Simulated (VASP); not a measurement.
# Se2Br (P-1) in VASP: single point with r2SCAN

Aim: the single point of Se2Br with r2SCAN.

Everything below comes from runs of VASP 6.6.1. Logs are shortened: lines on timing, memory, paths and dates and some standing lists are left out, and cuts for length are marked.

### Step 1. The cell of the first run

The typed cell holds 12 atoms: a = 7.281 Å, b = 7.157 Å, c = 7.294 Å, α = 104.90°, β = 91.82°, γ = 118.94°.

### Step 2. Single point, r2SCAN

Input file POSCAR:

```
Se2Br
1.0
    7.2809550000      0.0000000000      0.0000000000
   -3.4633970000      6.2636050000      0.0000000000
   -0.2316550000     -2.2712330000      6.9274670000
Se Br
8 4
Direct
    0.3600000000      0.4875000000      0.2228000000
    0.6400000000      0.5125000000      0.7772000000
    0.3620000000      0.9830000000      0.2220000000
    0.6380000000      0.0170000000      0.7780000000
    0.1221000000      0.9893000000      0.7089000000
    0.8779000000      0.0107000000      0.2911000000
    0.1221000000      0.4893000000      0.7089000000
    0.8779000000      0.5107000000      0.2911000000
    0.3020000000      0.3038000000      0.4937000000
    0.6980000000      0.6962000000      0.5063000000
    0.3027000000      0.7474000000      0.4943000000
    0.6973000000      0.2526000000      0.5057000000
```

Input file INCAR.step1:

```
SYSTEM = Se2Br
ALGO = Normal ; EDIFF = 1E-4
ENCUT = 520 ; GGA = PE
ISMEAR = -1 ; LASPH = .True.
LCHARG = .False. ; LREAL = .False.
LWAVE = .True. ; NBANDS = 50
NELM = 100 ; PREC = Accurate
SIGMA = 0.1
```

Input file INCAR.step2:

```
SYSTEM = Se2Br
ALGO = Normal ; EDIFF = 1E-6
ENCUT = 520 ; ISIF = 2
ISMEAR = -1 ; ISTART = 1
LASPH = .True. ; LCHARG = .True.
LELF = .True. ; LMIXTAU = .True.
LREAL = .False. ; LVHAR = .True.
LWAVE = .False. ; METAGGA = R2SCAN
NBANDS = 50 ; NELM = 100
PREC = Accurate ; SIGMA = 0.1
```

Input file KPOINTS:

```
k-points
0
Gamma
  3 3 3
  0 0 0
```

Potentials or basis: VASP PAW PBE potentials, release 64 (Se, Br).

The run is started by

```sh
cat potpaw_PBE.64/Se/POTCAR potpaw_PBE.64/Br/POTCAR > POTCAR
cp INCAR.step1 INCAR
mpirun -np 1 vasp_std > vasp.out
cp INCAR.step2 INCAR
mpirun -np 1 vasp_std > vasp.out
```

OUTCAR:

```text
SYSTEM = Se2Br
   EDIFF = 1E-6
   ENCUT = 520
   ISIF = 2
   ISMEAR = -1
   ISTART = 1
   LASPH = .True.
   LREAL = .False.
   METAGGA = R2SCAN
   NELM = 100
   PREC = Accurate

 ion  position               nearest neighbor table
   1  0.360  0.487  0.223-  11 2.54   9 2.58  10 2.66
   2  0.640  0.513  0.777-  12 2.54  10 2.58   9 2.66
   3  0.362  0.983  0.222-  12 2.65
   4  0.638  0.017  0.778-  11 2.65
   5  0.122  0.989  0.709-
   6  0.878  0.011  0.291-
   7  0.122  0.489  0.709-   9 2.59  11 2.62
   8  0.878  0.511  0.291-  10 2.59  12 2.62
   9  0.302  0.304  0.494-   1 2.58   7 2.59   2 2.66
  10  0.698  0.696  0.506-   2 2.58   8 2.59   1 2.66
  11  0.303  0.747  0.494-   1 2.54   7 2.62   4 2.65
  12  0.697  0.253  0.506-   2 2.54   8 2.62   3 2.65

  LATTYP: Found a triclinic cell.
 ALAT       =    16.0780753432
 B/A-ratio  =     1.1781125562
 C/A-ratio  =     0.5450185696
 COS(alpha) =     0.0056290207
 COS(beta)  =     0.6409912164
 COS(gamma) =     0.7619597965

  Lattice vectors:

 A1 = ( -14.3302550000,   2.2712330000,  -6.9274670000)
 A2 = ( -14.2077490000,  12.5272100000,   0.0000000000)
 A3 = (  -3.5859030000,  -3.9923720000,  -6.9274670000)

Analysis of symmetry for initial positions (statically):
=====================================================================
 Subroutine PRICEL returns:
 Original cell was already a primitive cell.

 Routine SETGRP: Setting up the symmetry group for a
 triclinic supercell.

 Subroutine GETGRP returns: Found  2 space group operations
 (whereof  2 operations were pure point group operations)
 out of a pool of  2 trial point group operations.

The static configuration has the point symmetry S_2 .

Analysis of symmetry for dynamics (positions and initial velocities):
=====================================================================
 Subroutine PRICEL returns:
 Original cell was already a primitive cell.

 Routine SETGRP: Setting up the symmetry group for a
 triclinic supercell.

 Subroutine GETGRP returns: Found  2 space group operations
 (whereof  2 operations were pure point group operations)
 out of a pool of  2 trial point group operations.

The dynamic configuration has the point symmetry S_2 .

 Subroutine INISYM returns: Found  2 space group operations
 (whereof  2 operations are pure point group operations),
 and found     1 'primitive' translations

----------------------------------------------------------------------------------------

                                     Primitive cell

  volume of cell :     315.9273

  direct lattice vectors                    reciprocal lattice vectors
     7.280955000  0.000000000  0.000000000     0.137344620  0.075943318  0.029491521
    -3.463397000  6.263605000  0.000000000     0.000000000  0.159652469  0.052343512
    -0.231655000 -2.271233000  6.927467000     0.000000000  0.000000000  0.144352907

  length of vectors
     7.280955000  7.157364485  7.293967536     0.159689330  0.168014148  0.144352907

  position of ions in fractional coordinates (direct lattice)
     0.360000000  0.487500000  0.222800000
     0.640000000  0.512500000  0.777200000
     0.362000000  0.983000000  0.222000000
     0.638000000  0.017000000  0.778000000
     0.122100000  0.989300000  0.708900000
     0.877900000  0.010700000  0.291100000
     0.122100000  0.489300000  0.708900000
     0.877900000  0.510700000  0.291100000
     0.302000000  0.303800000  0.493700000
     0.698000000  0.696200000  0.506300000
     0.302700000  0.747400000  0.494300000
     0.697300000  0.252600000  0.505700000

  ion indices of the primitive-cell ions
   primitive index   ion index
                 1           1
                 2           2
                 3           3
                 4           4
                 5           5
                 6           6
                 7           7
                 8           8
                 9           9
                10          10
                11          11
                12          12

----------------------------------------------------------------------------------------

 KPOINTS: k-points

Automatic generation of k-mesh.
 Grid dimensions read from file:
 generate k-points for:    3    3    3

 Generating k-lattice:

  Cartesian coordinates                     Fractional coordinates (reciprocal lattice)
     0.045781540  0.025314439  0.009830507     0.333333333  0.000000000  0.000000000
     0.000000000  0.053217490  0.017447837     0.000000000  0.333333333  0.000000000
     0.000000000  0.000000000  0.048117636     0.000000000  0.000000000  0.333333333

  Length of vectors
     0.053229777  0.056004716  0.048117636

  Shift w.r.t. Gamma in fractional coordinates (k-lattice)
     0.000000000  0.000000000  0.000000000

 Subroutine IBZKPT returns following result:
 ===========================================

 Found     14 irreducible k-points:

 Following reciprocal coordinates:
            Coordinates               Weight
  0.000000  0.000000  0.000000      1.000000
  0.333333  0.000000  0.000000      2.000000
  0.000000  0.333333  0.000000      2.000000
  0.333333  0.333333  0.000000      2.000000
 -0.333333  0.333333  0.000000      2.000000
  0.000000  0.000000  0.333333      2.000000
  0.333333  0.000000  0.333333      2.000000
 -0.333333 -0.000000  0.333333      2.000000
  0.000000  0.333333  0.333333      2.000000
  0.333333  0.333333  0.333333      2.000000
 -0.333333  0.333333  0.333333      2.000000
  0.000000 -0.333333  0.333333      2.000000
  0.333333 -0.333333  0.333333      2.000000
 -0.333333 -0.333333  0.333333      2.000000
   k-points           NKPTS =     14   k-points in BZ     NKDIM =     14   number of bands    NBANDS=     50
   number of dos      NEDOS =    301   number of ions     NIONS =     12
   total plane-waves  NPLWV = 157464
   dimension x,y,z NGX =    54 NGY =   54 NGZ =   54
   dimension x,y,z NGXF=   108 NGYF=  108 NGZF=  108
   ions per type =               8   4
   NGX,Y,Z   is equivalent  to a cutoff of  12.33, 12.54, 12.31 a.u.
   NGXF,Y,Z  is equivalent  to a cutoff of  24.66, 25.09, 24.62 a.u.
 SYSTEM =  Se2Br
   PREC   = accura    normal or accurate (medium, high low for compatibility)
   ISTART =      1    job   : 0-new  1-cont  2-samecut
   ICHARG =      0    charge: 1-file 2-atom 10-const
   ISPIN  =      1    spin polarized calculation?
   LNONCOLLINEAR =      F non collinear calculations
   LSORBIT =      F    spin-orbit coupling
   LASPH  =      T    aspherical Exc in radial PAW
   ENCUT  =  520.0 eV  38.22 Ry    6.18 a.u.  13.54 13.31 13.56*2*pi/ulx,y,z
   NELM   =    100;   NELMIN=  2; NELMDL=  0     # of ELM steps
   EDIFF  = 0.1E-05   stopping-criterion for ELM
   LREAL  =      F    real-space projection
   EDIFFG = 0.1E-04   stopping-criterion for IOM
   NSW    =      0    number of steps for IOM
   IBRION =     -1    ionic relax: 0-MD 1-quasi-New 2-CG
   NFREE  =      0    steps in history (QN), initial steepest desc. (CG)
   ISIF   =      2    stress and relaxation
   ISYM   =      2    0-nonsym 1-usesym 2-fastsym
   POTIM  = 0.5000    time-step for ionic-motion
   TEBEG  =    0.0;   TEEND  =   0.0 temperature during run
   PSTRESS=    0.0 pullay stress
   NELECT =      76.0000    total number of electrons
   NUPDOWN=      -1.0000    fix difference up-down
   EMIN   =  10.00;   EMAX   =-10.00  energy-range for DOS
   EFERMI =   0.00;   METHOD = LEGACY
   ISMEAR =    -1;   SIGMA  =   0.10  broadening in eV -4-tet -1-fermi 0-gaus
   EFERMI_NEDOS =   21; number of points for ismear=-14 and -15
   IALGO  =     38    algorithm
   IMIX   =      4    mixing-type and parameters
     AMIX     =   0.40;   BMIX     =  1.00
     AMIX_MAG =   1.60;   BMIX_MAG =  1.00
  volume/ion in A,a.u.               =      26.33       177.67
  Fermi-wavevector in a.u.,A,eV,Ry     =   1.018162  1.924048 14.104538  1.036654
  Thomas-Fermi vector in A             =   2.151604
   LORBIT       =      0    0 simple, 1 ext, 2 COOP (PROOUT), +10 PAW based schemes
   METAGGA = R2SCAN    functional components
   LHFCALC =     F    Hartree Fock is set to
   AEXX    =    0.0000 exact exchange contribution
   IVDW    =     0    specifies the selected vdW correction
   LEPSILON=     F    determine dielectric tensor
   LRPA    =     F    only Hartree local field effects (RPA)
 non-spin polarized calculation
  energy-cutoff  :      520.00
  volume of cell :      315.93
 maximum number of plane-waves:      8523
 NGX is ok and might be reduce to    54
   NGX = 27   NGY = 27   NGZ = 27

 number of electron      76.0000002 magnetization

 Free energy of the ion-electron system (eV)
  ---------------------------------------------------
  ext. energy  EPLUGINS =         0.00000000
  ---------------------------------------------------
  free energy    TOTEN  =      -152.70934654 eV

  energy without entropy =     -152.34598118  energy(sigma->0) =     -152.52766386

 E-fermi :   2.9004     XC(G=0):  -9.5090

 val. band max:        2.8936169853   @ k =  -0.3333  -0.3333   0.3333
 cond. band min:       2.9056960831   @ k =  -0.3333   0.3333   0.0000
 fundamental gap:      0.0120790978
 Fermi energy:         2.9004215653

 k-point     1 :       0.0000    0.0000    0.0000
  band No.  band energies     occupation
      1     -16.5031      2.00000
      2     -15.1022      2.00000
      3     -14.8655      2.00000
      4     -14.6852      2.00000
      5     -11.2963      2.00000
      6     -10.8765      2.00000
[... 42 lines left out ...]
     49       8.2874      0.00000
     50       8.8120      0.00000
[... 687 lines left out ...]
     49       9.0502      0.00000
     50       9.3363      0.00000

------------------------ aborting loop because EDIFF is reached ----------------------------------------

  FORCE on cell =-STRESS in cart. coord.  units (eV):
  Direction    XX          YY          ZZ          XY          YZ          ZX
  --------------------------------------------------------------------------------------
  -------------------------------------------------------------------------------------
  Total       14.4636740     12.1401283      7.5990274      0.2374694      0.1965643      2.4402170
  in kB       73.3503235     61.5668147     38.5373120      1.2042898      0.9968462     12.3751896
  external PRESSURE =      57.8181501 kB  Pullay stress =       0.0000000 kB

 VOLUME and BASIS-vectors are now :
 -----------------------------------------------------------------------------
  energy-cutoff  :      520.00
  volume of cell :      315.93
      direct lattice vectors                 reciprocal lattice vectors
     7.280955000  0.000000000  0.000000000     0.137344620  0.075943318  0.029491521
    -3.463397000  6.263605000  0.000000000     0.000000000  0.159652469  0.052343512
    -0.231655000 -2.271233000  6.927467000     0.000000000  0.000000000  0.144352907

 POSITION                                       TOTAL-FORCE (eV/Angst)
 -----------------------------------------------------------------------------------
      0.88113      2.54748      1.54344        -0.522245      0.163671     -1.869367
      2.70478      1.44490      5.38403         0.522245     -0.163671      1.869367
     -0.82024      5.65291      1.53790         0.090643     -0.175909     -0.331224
      4.40614     -1.66054      5.38957        -0.090643      0.175909      0.331224
     -2.70155      4.58651      4.91088         0.097857      0.134994      0.543084
      6.28746     -0.59414      2.01659        -0.097857     -0.134994     -0.543084
     -0.96986      1.45470      4.91088         0.088296     -0.051456      1.258095
      4.55576      2.53767      2.01659        -0.088296      0.051456     -1.258095
      1.03230      0.78158      3.42009        -1.696124     -2.384483     -0.346919
      2.55360      3.21080      3.50738         1.696124      2.384483      0.346919
     -0.49910      3.55875      3.42425        -1.679481      0.782057      0.496517
      4.08501      0.43362      3.50322         1.679481     -0.782057     -0.496517
 -----------------------------------------------------------------------------------
    total drift:                               -0.000000     -0.000000      0.000000

  FREE ENERGIE OF THE ION-ELECTRON SYSTEM (eV)
  ---------------------------------------------------
  free  energy   TOTEN  =      -152.7093465409 eV

  energy  without entropy=     -152.3459811811  energy(sigma->0) =     -152.52766386
```

Run time: 21 min. Hardware: 1 thread of Oxide Virtual Turin-like, shared host; peak memory 0.48 GiB.

Results:

```yaml
Free_energy: -152.7093 eV
Pressure: 5.8 GPa
Largest_force: 2.947 eV/Å
Band_gap_on_the_k_mesh: zero (bands 38 and 39 overlap by 0.20 eV)
```

Forces on the atoms (eV/Å):
```
Se  -0.522  0.164 -1.869
Se   0.522 -0.164  1.869
Se   0.091 -0.176 -0.331
Se  -0.091  0.176  0.331
Se   0.098  0.135  0.543
Se  -0.098 -0.135 -0.543
Se   0.088 -0.051  1.258
Se  -0.088  0.051 -1.258
Br  -1.696 -2.384 -0.347
Br   1.696  2.384  0.347
Br  -1.679  0.782  0.497
Br   1.679 -0.782 -0.497
```

Levels at points of the mesh, in eV from the Fermi level:
| k point | band 34 | band 35 | band 36 | band 37 | band 38 | band 39 | band 40 | band 41 | band 42 | band 43 |
| --- | --- | --- | --- | --- | --- | --- | --- | --- | --- | --- |
| (0.00, 0.00, 0.00) | -0.99 | -0.87 | -0.61 | -0.43 | -0.19 | -0.13 | 0.27 | 0.46 | 0.81 | 0.82 |

Caveat: the cell stands under pressure; the PAW data sets were made with another functional, which shifts forces and pressure a little.
